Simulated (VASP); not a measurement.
Set up this calculation in VASP 6.6.1, as the native input.

```yaml
Task: single point
Functional: r2SCAN0
Potentials_or_basis: VASP PAW PBE potentials, release 64 (W_sv, Au)
Cutoff: 520 eV
k_mesh: 4 × 4 × 4
Occupations: fermi-dirac, width 0.05 eV
Spin: no spin polarisation
Dipole_correction: no
Grid_for_exact_exchange_PRECFOCK: Normal
Further_INCAR_settings: ALGO = Normal; EDIFF = 1e-06; NBANDS = 20
Share_of_exact_exchange: 0.25
```

The system is WAu.

```xyz
2
Lattice="0.0000 2.7480 2.7480 2.7480 0.0000 2.7480 2.7480 2.7480 0.0000" Properties=species:S:1:pos:R:3 pbc="T T T"
W     0.0000    0.0000    0.0000
Au    4.1220    4.1220    4.1220
```

These files were run (other wordings do the same):

POSCAR

```
WAu
1.0
    0.0000000000      2.7479792600      2.7479792600
    2.7479792600      0.0000000000      2.7479792600
    2.7479792600      2.7479792600      0.0000000000
W Au
1 1
Direct
    0.0000000000      0.0000000000      0.0000000000
    0.7500000000      0.7500000000      0.7500000000
```

INCAR.step1

```
PREC = Accurate
ENCUT = 520
EDIFF = 1E-5
ISMEAR = -1
SIGMA = 0.05
LREAL = F
LASPH = T
NELM = 60
ALGO = Normal
ISIF = 2
LWAVE = T
LCHARG = F
NBANDS = 20
GGA = PE
```

INCAR.step2

```
PREC = Accurate
ENCUT = 520
EDIFF = 1E-6
ISMEAR = -1
SIGMA = 0.05
LREAL = F
LASPH = T
NELM = 60
ALGO = Normal
ISIF = 2
LWAVE = F
LCHARG = F
METAGGA = R2SCAN
LHFCALC = T
AEXX = 0.25
LMIXTAU = T
PRECFOCK = Normal
NBANDS = 20
ISTART = 1
```

KPOINTS

```
Automatic mesh
0
Gamma
  4 4 4
```

Potentials or basis: VASP PAW PBE potentials, release 64 (W_sv, Au).

Command:

```sh
$ cat potpaw_PBE.64/W_sv/POTCAR potpaw_PBE.64/Au/POTCAR > POTCAR
$ cp INCAR.step1 INCAR
$ mpirun -np 1 vasp_std > vasp.out
$ cp INCAR.step2 INCAR
$ mpirun -np 1 vasp_std > vasp.out
```

It gave:

The pressure is 26.4 GPa and the band gap on the k mesh is zero (an odd number of electrons rules out a gap without spin polarisation).

Caveat: the k points lie up to 0.50 Å⁻¹ apart, too coarse for converged energies and pressures of a metal; the PAW data sets were made with another functional, which shifts forces and pressure a little; spin-orbit coupling is left out, which moves the levels of the heavy elements.

Wall time 33 min on 1 thread of Intel Xeon 8259CL, with other jobs on the host, peak memory 0.22 GiB.
